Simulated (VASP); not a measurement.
**CuRe12 (a cell with a defect): single point with PBE+D3(BJ)**

The system is CuRe12 (a cell with a defect).

```
Re Cu
1.0
     5.52000    0.00000    0.00000
    -4.14000    7.17069    0.00000
     0.00000    0.00000    4.45740
Re Cu
12 1
Direct
  0.00717 0.99858 0.98726
  0.17650 0.19514 0.48940
  0.14065 0.38542 0.89375
  0.13437 0.54500 0.44115
  0.98437 0.65045 0.97710
  0.14251 0.86788 0.49437
  0.43150 0.94532 0.00180
  0.62471 0.20699 0.63523
  0.53438 0.34148 0.07068
  0.64772 0.55105 0.52765
  0.53334 0.68264 0.02205
  0.65060 0.87856 0.51292
  0.81239 0.18990 0.20018
```

| Item | Value |
| --- | --- |
| Program | VASP 6.6.1 |
| Task | single point |
| Functional | PBE |
| Dispersion | D3(BJ) |
| Potentials or basis | VASP PAW PBE potentials, release 64 (Re, Cu) |
| Cutoff | 520 eV |
| k mesh | 4 × 3 × 4 |
| Occupations | fermi-dirac, width 0.1 eV |
| Spin | no spin polarisation |
| Dipole correction | no |
| Further INCAR settings | ALGO = Normal; EDIFF = 1e-06; NBANDS = 60 |

```json
{
 "Pressure": "37.5 GPa",
 "Largest force": "0.159 eV/Å",
 "Band gap on the k mesh": "zero (an odd number of electrons rules out a gap without spin polarisation)",
 "Dispersion energy per atom": "-0.694 eV"
}
```

Forces in eV/Å, atoms in the order of the input:
```
Re   0.004 -0.002 -0.014
Re   0.071  0.027  0.019
Re   0.079  0.087 -0.081
Re  -0.008 -0.029  0.080
Re   0.004  0.026  0.008
Re  -0.002 -0.015  0.010
Re  -0.006 -0.050 -0.044
Re  -0.134  0.014  0.085
Re  -0.001 -0.014 -0.063
Re   0.032  0.020 -0.029
Re  -0.064 -0.040 -0.016
Re   0.012 -0.037  0.013
Cu   0.013  0.011  0.033
```

Stress tensor (GPa, compression positive):
```
32.16  2.35 -2.72
 2.35 39.85  0.61
-2.72  0.61 40.50
```

Levels at points of the mesh, in eV from the Fermi level:
```
           k point  band 46  band 47  band 48  band 49  band 50  band 51
(0.00, 0.00, 0.00)    -0.60    -0.26    -0.21     0.18     0.52     0.68
(0.50, 0.00, 0.00)    -0.32    -0.15    -0.04     0.32     0.51     0.56
(0.00, 0.00, 0.50)    -0.25    -0.08     0.02     0.19     0.59     0.83
(0.50, 0.00, 0.50)    -0.59    -0.19    -0.03     0.16     0.38     0.65
```

Wall time 37 min on 1 thread of Intel Xeon 8259CL, with other jobs on the host, peak memory 0.45 GiB.

Caveat: spin-orbit coupling is left out, which moves the levels of the heavy elements.
